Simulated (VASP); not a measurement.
# Ga5N (F-43m) in VASP: further runs

Runs on Ga5N. Level: PBE. Tasks: single point, relaxation of cell and atoms.

Everything below comes from runs of VASP 6.6.1. Logs are shortened: lines on timing, memory, paths and dates and some standing lists are left out, and cuts for length are marked.

### 1 The cell of the first run

Symmetry: F-43m, No. 216, cubic system. The conventional cell has a = 8.284 Å, b = 8.284 Å, c = 8.284 Å, α = 90.00°, β = 90.00°, γ = 90.00°. Ga (site symmetry 3m) has 1 N at 1.97 Å within 2.6 Å. Within 4.5 Å of Ga (site symmetry -43m) lie 12 Ga at 3.41 Å and 6 N at 4.14 Å. Within 2.6 Å of N (site symmetry -43m) lie 4 Ga at 1.97 Å.

### 2 Single point, PBE, collinear spin, ferromagnetic start

Contents of INCAR:

```
ALGO     = Normal         # electronic algorithm
EDIFF    = 1E-7           # SCF threshold, eV
ENCUT    = 520            # plane-wave cutoff, eV
GGA      = PE             # functional
ISIF     = 2              # what is computed and relaxed
ISMEAR   = 0              # smearing method
ISPIN    = 2              # spin polarisation
LASPH    = True           # aspherical terms in the spheres
LCHARG   = False          # write CHGCAR
LORBIT   = 11             # projections on sites
LREAL    = False          # projectors in reciprocal space
LWAVE    = False          # write WAVECAR
MAGMOM   = 0 0 0 0 0 1    # initial moments
NBANDS   = 48             # bands
NELM     = 150            # most SCF steps
PREC     = Accurate       # precision mode
SIGMA    = 0.1            # smearing width, eV
```

Contents of KPOINTS:

```
k-points
0
Gamma
  4 4 4
```

Contents of POSCAR:

```
Ga5N
1.0
    0.0000000000      4.1420905653      4.1420905653
    4.1420905653      0.0000000000      4.1420905653
    4.1420905653      4.1420905653      0.0000000000
Ga N
5 1
Direct
    0.6370202000      0.0889394000      0.6370202000
    0.6370202000      0.6370202000      0.6370202000
    0.0889394000      0.6370202000      0.6370202000
    0.6370202000      0.6370202000      0.0889394000
    0.0000000000      0.0000000000      0.0000000000
    0.5000000000      0.5000000000      0.5000000000
```

Potentials or basis: VASP PAW PBE potentials, release 64 (Ga_d, N).

Run with:

```
$ cat potpaw_PBE.64/Ga_d/POTCAR potpaw_PBE.64/N/POTCAR > POTCAR
$ mpirun -np 1 vasp_std > vasp.out
```

OUTCAR:

```text
EDIFF = 1E-7
   ENCUT = 520
   GGA = PE
   ISIF = 2
   ISMEAR = 0
   ISPIN = 2
   LASPH = True
   LORBIT = 11
   LREAL = False
   NELM = 150
   PREC = Accurate

 ion  position               nearest neighbor table
   1  0.637  0.089  0.637-   6 1.97   3 2.65   4 2.65   2 2.65
   2  0.637  0.637  0.637-   6 1.97   3 2.65   4 2.65   1 2.65
   3  0.089  0.637  0.637-   6 1.97   2 2.65   4 2.65   1 2.65
   4  0.637  0.637  0.089-   6 1.97   2 2.65   3 2.65   1 2.65
   5  0.000  0.000  0.000-
   6  0.500  0.500  0.500-   1 1.97   3 1.97   4 1.97   2 1.97

  LATTYP: Found a face centered cubic cell.
 ALAT       =     8.2841811306

  Lattice vectors:

 A1 = (   0.0000000000,   4.1420905653,   4.1420905653)
 A2 = (   4.1420905653,   0.0000000000,   4.1420905653)
 A3 = (   4.1420905653,   4.1420905653,   0.0000000000)

Analysis of symmetry for initial positions (statically):
=====================================================================
 Subroutine PRICEL returns:
 Original cell was already a primitive cell.

 Routine SETGRP: Setting up the symmetry group for a
 face centered cubic supercell.

 Subroutine GETGRP returns: Found 24 space group operations
 (whereof 24 operations were pure point group operations)
 out of a pool of 48 trial point group operations.

The static configuration has the point symmetry T_d .

Analysis of symmetry for dynamics (positions and initial velocities):
=====================================================================
 Subroutine PRICEL returns:
 Original cell was already a primitive cell.

 Routine SETGRP: Setting up the symmetry group for a
 face centered cubic supercell.

 Subroutine GETGRP returns: Found 24 space group operations
 (whereof 24 operations were pure point group operations)
 out of a pool of 48 trial point group operations.

The dynamic configuration has the point symmetry T_d .

Analysis of structural, dynamic, and magnetic symmetry:
=====================================================================
 Subroutine PRICEL returns:
 Original cell was already a primitive cell.

 Routine SETGRP: Setting up the symmetry group for a
 face centered cubic supercell.

 Subroutine GETGRP returns: Found 24 space group operations
 (whereof 24 operations were pure point group operations)
 out of a pool of 48 trial point group operations.

The overall configuration has the point symmetry T_d .

 Subroutine INISYM returns: Found 24 space group operations
 (whereof 24 operations are pure point group operations),
 and found     1 'primitive' translations

----------------------------------------------------------------------------------------

                                     Primitive cell

  volume of cell :     142.1310

  direct lattice vectors                    reciprocal lattice vectors
     0.000000000  4.142090565  4.142090565    -0.120711991  0.120711991  0.120711991
     4.142090565  0.000000000  4.142090565     0.120711991 -0.120711991  0.120711991
     4.142090565  4.142090565  0.000000000     0.120711991  0.120711991 -0.120711991

  length of vectors
     5.857800654  5.857800654  5.857800654     0.209079302  0.209079302  0.209079302

  position of ions in fractional coordinates (direct lattice)
     0.637020200  0.088939400  0.637020200
     0.637020200  0.637020200  0.637020200
     0.088939400  0.637020200  0.637020200
     0.637020200  0.637020200  0.088939400
     0.000000000  0.000000000  0.000000000
     0.500000000  0.500000000  0.500000000

  ion indices of the primitive-cell ions
   primitive index   ion index
                 1           1
                 2           2
                 3           3
                 4           4
                 5           5
                 6           6

----------------------------------------------------------------------------------------

 KPOINTS: k-points

Automatic generation of k-mesh.
 Grid dimensions read from file:
 generate k-points for:    4    4    4

 Generating k-lattice:

  Cartesian coordinates                     Fractional coordinates (reciprocal lattice)
    -0.030177998  0.030177998  0.030177998     0.250000000  0.000000000  0.000000000
     0.030177998 -0.030177998  0.030177998     0.000000000  0.250000000  0.000000000
     0.030177998  0.030177998 -0.030177998     0.000000000  0.000000000  0.250000000

  Length of vectors
     0.052269825  0.052269825  0.052269825

  Shift w.r.t. Gamma in fractional coordinates (k-lattice)
     0.000000000  0.000000000  0.000000000

 Subroutine IBZKPT returns following result:
 ===========================================

 Found      8 irreducible k-points:

 Following reciprocal coordinates:
            Coordinates               Weight
  0.000000  0.000000  0.000000      1.000000
  0.250000  0.000000  0.000000      8.000000
  0.500000  0.000000  0.000000      4.000000
  0.250000  0.250000  0.000000      6.000000
  0.500000  0.250000  0.000000     24.000000
 -0.250000  0.250000  0.000000     12.000000
  0.500000  0.500000  0.000000      3.000000
 -0.250000  0.500000  0.250000      6.000000
   k-points           NKPTS =      8   k-points in BZ     NKDIM =      8   number of bands    NBANDS=     48
   number of dos      NEDOS =    301   number of ions     NIONS =      6
   total plane-waves  NPLWV = 110592
   dimension x,y,z NGX =    48 NGY =   48 NGZ =   48
   dimension x,y,z NGXF=    96 NGYF=   96 NGZF=   96
   ions per type =               5   1
   NGX,Y,Z   is equivalent  to a cutoff of  13.62, 13.62, 13.62 a.u.
   NGXF,Y,Z  is equivalent  to a cutoff of  27.25, 27.25, 27.25 a.u.
 SYSTEM =  unknown system
   PREC   = accura    normal or accurate (medium, high low for compatibility)
   ISTART =      0    job   : 0-new  1-cont  2-samecut
   ICHARG =      2    charge: 1-file 2-atom 10-const
   ISPIN  =      2    spin polarized calculation?
   LNONCOLLINEAR =      F non collinear calculations
   LSORBIT =      F    spin-orbit coupling
   LASPH  =      T    aspherical Exc in radial PAW
   ENCUT  =  520.0 eV  38.22 Ry    6.18 a.u.  10.89 10.89 10.89*2*pi/ulx,y,z
   NELM   =    150;   NELMIN=  2; NELMDL= -5     # of ELM steps
   EDIFF  = 0.1E-06   stopping-criterion for ELM
   LREAL  =      F    real-space projection
   EDIFFG = 0.1E-05   stopping-criterion for IOM
   NSW    =      0    number of steps for IOM
   IBRION =     -1    ionic relax: 0-MD 1-quasi-New 2-CG
   NFREE  =      0    steps in history (QN), initial steepest desc. (CG)
   ISIF   =      2    stress and relaxation
   ISYM   =      2    0-nonsym 1-usesym 2-fastsym
   POTIM  = 0.5000    time-step for ionic-motion
   TEBEG  =    0.0;   TEEND  =   0.0 temperature during run
   PSTRESS=    0.0 pullay stress
   NELECT =      70.0000    total number of electrons
   NUPDOWN=      -1.0000    fix difference up-down
   EMIN   =  10.00;   EMAX   =-10.00  energy-range for DOS
   EFERMI =   0.00;   METHOD = LEGACY
   ISMEAR =     0;   SIGMA  =   0.10  broadening in eV -4-tet -1-fermi 0-gaus
   EFERMI_NEDOS =   21; number of points for ismear=-14 and -15
   IALGO  =     38    algorithm
   IMIX   =      4    mixing-type and parameters
     AMIX     =   0.40;   BMIX     =  1.00
     AMIX_MAG =   1.60;   BMIX_MAG =  1.00
  volume/ion in A,a.u.               =      23.69       159.86
  Fermi-wavevector in a.u.,A,eV,Ry     =   1.292839  2.443112 22.741237  1.671434
  Thomas-Fermi vector in A             =   2.424522
   LORBIT       =     11    0 simple, 1 ext, 2 COOP (PROOUT), +10 PAW based schemes
   GGA     = PE    functional components
   LHFCALC =     F    Hartree Fock is set to
   AEXX    =    0.0000 exact exchange contribution
   IVDW    =     0    specifies the selected vdW correction
   LEPSILON=     F    determine dielectric tensor
   LRPA    =     F    only Hartree local field effects (RPA)
 spin polarized calculation
 Gauss-broadening in eV      SIGMA  =   0.10
  energy-cutoff  :      520.00
  volume of cell :      142.13
 maximum number of plane-waves:      3860
 NGX is ok and might be reduce to    48
   NGX = 21   NGY = 21   NGZ = 21

 number of electron      69.9999992 magnetization      -0.0001541

 number of electron      69.9999992 magnetization       0.0000004

 Free energy of the ion-electron system (eV)
  ---------------------------------------------------
  ext. energy  EPLUGINS =         0.00000000
  ---------------------------------------------------
  free energy    TOTEN  =       -20.82150353 eV

  energy without entropy =      -20.80188642  energy(sigma->0) =      -20.81169498

 E-fermi :   3.0372     XC(G=0):  -9.0871

 val. band max:        2.9969206030   @ k =   0.2500   0.0000   0.0000
 cond. band min:       3.1100713616   @ k =  -0.2500   0.2500   0.0000
 fundamental gap:      0.1131507586
 Fermi energy:         3.0372073829

 spin component 1

 k-point     1 :       0.0000    0.0000    0.0000
  band No.  band energies     occupation
      1     -13.9679      1.00000
      2     -12.2368      1.00000
      3     -12.2368      1.00000
      4     -12.2368      1.00000
      5     -12.1749      1.00000
      6     -12.1749      1.00000
[... 39 lines left out ...]
     46      10.8542      0.00000
     47      10.8542      0.00000

 k-point     2 :       0.2500    0.0000    0.0000
  band No.  band energies     occupation
      1     -13.9165      1.00000
      2     -12.2382      1.00000
      3     -12.2115      1.00000
      4     -12.2115      1.00000
      5     -12.1560      1.00000
      6     -12.1560      1.00000
[... 292 lines left out ...]
 k-point     8 :      -0.2500    0.5000    0.2500
  band No.  band energies     occupation
      1     -13.8195      1.00000
      2     -12.3314      1.00000
      3     -12.1709      1.00000
      4     -12.1488      1.00000
      5     -12.1202      1.00000
      6     -12.1167      1.00000
[... 39 lines left out ...]
     46       9.2652      0.00000
     47       9.6953      0.00000
 Fermi energy:         3.0372073829

 spin component 2

 k-point     1 :       0.0000    0.0000    0.0000
  band No.  band energies     occupation
      1     -13.9679      1.00000
      2     -12.2368      1.00000
      3     -12.2368      1.00000
      4     -12.2368      1.00000
      5     -12.1749      1.00000
      6     -12.1749      1.00000
[... 39 lines left out ...]
     46      10.8542      0.00000
     47      10.8542      0.00000

 k-point     2 :       0.2500    0.0000    0.0000
  band No.  band energies     occupation
      1     -13.9165      1.00000
      2     -12.2382      1.00000
      3     -12.2115      1.00000
      4     -12.2115      1.00000
      5     -12.1560      1.00000
      6     -12.1560      1.00000
[... 292 lines left out ...]
 k-point     8 :      -0.2500    0.5000    0.2500
  band No.  band energies     occupation
      1     -13.8195      1.00000
      2     -12.3314      1.00000
      3     -12.1709      1.00000
      4     -12.1488      1.00000
      5     -12.1202      1.00000
      6     -12.1167      1.00000
[... 39 lines left out ...]
     46       9.2652      0.00000
     47       9.6953      0.00000
 [bands above 47 left out]

------------------------ aborting loop because EDIFF is reached ----------------------------------------

  FORCE on cell =-STRESS in cart. coord.  units (eV):
  Direction    XX          YY          ZZ          XY          YZ          ZX
  --------------------------------------------------------------------------------------
  -------------------------------------------------------------------------------------
  Total        0.0638325      0.0638325      0.0638325      0.0000000     -0.0000000      0.0000000
  in kB        0.7195540      0.7195540      0.7195540      0.0000000     -0.0000000      0.0000000
  external PRESSURE =       0.7195540 kB  Pullay stress =       0.0000000 kB

 VOLUME and BASIS-vectors are now :
 -----------------------------------------------------------------------------
  energy-cutoff  :      520.00
  volume of cell :      142.13
      direct lattice vectors                 reciprocal lattice vectors
     0.000000000  4.142090565  4.142090565    -0.120711991  0.120711991  0.120711991
     4.142090565  0.000000000  4.142090565     0.120711991 -0.120711991  0.120711991
     4.142090565  4.142090565  0.000000000     0.120711991  0.120711991 -0.120711991

 POSITION                                       TOTAL-FORCE (eV/Angst)
 -----------------------------------------------------------------------------------
      3.00699      5.27719      3.00699        -0.000425      0.000425     -0.000425
      5.27719      5.27719      5.27719         0.000425      0.000425      0.000425
      5.27719      3.00699      3.00699         0.000425     -0.000425     -0.000425
      3.00699      3.00699      5.27719        -0.000425     -0.000425      0.000425
      0.00000      0.00000      0.00000        -0.000000     -0.000000     -0.000000
      4.14209      4.14209      4.14209        -0.000000     -0.000000     -0.000000
 -----------------------------------------------------------------------------------
    total drift:                               -0.000003     -0.000003     -0.000003

  FREE ENERGIE OF THE ION-ELECTRON SYSTEM (eV)
  ---------------------------------------------------
  free  energy   TOTEN  =       -20.8215035315 eV

  energy  without entropy=      -20.8018864218  energy(sigma->0) =      -20.81169498

 total charge

# of ion       s       p       d       tot
------------------------------------------
    1        0.973   0.622  10.000  11.595
    2        0.973   0.622  10.000  11.595
    3        0.973   0.622  10.000  11.595
    4        0.973   0.622  10.000  11.595
    5        1.148   0.333   9.924  11.405
    6        1.270   2.424   0.000   3.694
--------------------------------------------------
tot          6.311   5.244  49.924  61.479

 magnetization (x)

# of ion       s       p       d       tot
------------------------------------------
    1        0.000   0.000   0.000   0.000
    2        0.000   0.000   0.000   0.000
    3        0.000   0.000   0.000   0.000
    4        0.000   0.000   0.000   0.000
    5        0.000  -0.000   0.000   0.000
    6       -0.000  -0.000   0.000  -0.000
--------------------------------------------------
tot          0.000  -0.000   0.000  -0.000
```

Run time: 3.9 min. Hardware: 1 thread of Intel Xeon Platinum 8259CL at 2.50GHz (Skylake/Cascade Lake), shared host; peak memory 0.42 GiB.

What came out:

```yaml
Free_energy: -20.8215 eV
Pressure: 0.1 GPa
Band_gap_on_the_k_mesh: zero (filled and empty bands overlap)
Net_moment: 0.00 μB per cell
Valence_electrons_inside_the_program's_atomic_spheres: Ga 11.60, 11.40; N 3.69
```

### 3 Relaxation of cell and atoms, PBE

Contents of INCAR:

```
SYSTEM = Ga5N
PREC     = Accurate       ! precision mode
ENCUT    = 600            ! plane-wave cutoff, eV
EDIFF    = 1E-6           ! SCF threshold, eV
ISMEAR   = 0              ! smearing method
SIGMA    = 0.1            ! smearing width, eV
LREAL    = .FALSE.        ! projectors in reciprocal space
LASPH    = .TRUE.         ! aspherical terms in the spheres
NELM     = 100            ! most SCF steps
ALGO     = Normal         ! electronic algorithm
ISIF     = 3              ! what is computed and relaxed
LWAVE    = .FALSE.        ! write WAVECAR
LCHARG   = .FALSE.        ! write CHGCAR
GGA      = PE             ! functional
IBRION   = 2              ! ionic algorithm
NSW      = 100            ! ionic steps
EDIFFG   = -0.01          ! ionic threshold
```

Contents of KPOINTS:

```
regular mesh
0
G
  8 8 8
  0 0 0
```

POSCAR is that of step 2.

Potentials or basis: VASP PAW PBE potentials, release 64 (Ga_d, N).

Run with:

```
$ cat potpaw_PBE.64/Ga_d/POTCAR potpaw_PBE.64/N/POTCAR > POTCAR
$ mpirun -np 1 vasp_std > vasp.out
```

It took 11 min on 1 thread of Intel Xeon 6975P-C, shared host; peak memory 0.43 GiB.

It converged, with:

```
Free energy                            : -20.8418 eV
Relaxed volume                         : 23.65 Å³/atom
Relaxed cell                           : a = 5.854 Å, b = 5.854 Å, c = 5.854 Å, α = 60.00°, β = 60.00°, γ = 60.00°
Space group after relaxing (to 0.05 Å) : F-43m (No. 216)
Energy gained by relaxing              : 0.0 meV/atom
Ionic steps                            : 3
Pressure after relaxing                : -0.1 GPa
Largest force after relaxing           : 0.006 eV/Å
Band gap on the k mesh                 : zero (band 35 reaches 3.42 eV, above the bottom of band 36 at 3.00 eV)
```

Forces on the atoms (eV/Å):
```
Ga  -0.003  0.003 -0.003
Ga   0.003  0.003  0.003
Ga   0.003 -0.003 -0.003
Ga  -0.003 -0.003  0.003
Ga   0.000  0.000  0.000
N    0.000  0.000  0.000
```

The path:
```tsv
step	energy change (eV)	largest force (eV/Å)	pressure (GPa)	volume (Å³)
1	0.0000	0.0003	-0.10	142.13
2	-0.0001	0.0079	0.10	141.82
3	-0.0001	0.0057	-0.06	141.89
```

Final structure:
```
Ga N
1.0
     0.00000    4.13974    4.13974
     4.13974    0.00000    4.13974
     4.13974    4.13974    0.00000
Ga N
5 1
Cartesian
  3.0053 5.2742 3.0053
  5.2742 5.2742 5.2742
  5.2742 3.0053 3.0053
  3.0053 3.0053 5.2742
  0.0000 0.0000 0.0000
  4.1397 4.1397 4.1397
```

Levels at points of the mesh, in eV from the Fermi level:
| k point | band 33 | band 34 | band 35 | band 36 | band 37 | band 38 |
| --- | --- | --- | --- | --- | --- | --- |
| (0.00, 0.00, 0.00) | -2.87 | -2.87 | 0.30 | 0.30 | 0.50 | 0.50 |
| (0.50, 0.00, 0.00) | -2.70 | -2.51 | 0.25 | 0.25 | 1.88 | 1.88 |
| (0.50, 0.50, 0.00) | -1.96 | -1.96 | -0.71 | 1.76 | 1.76 | 1.78 |
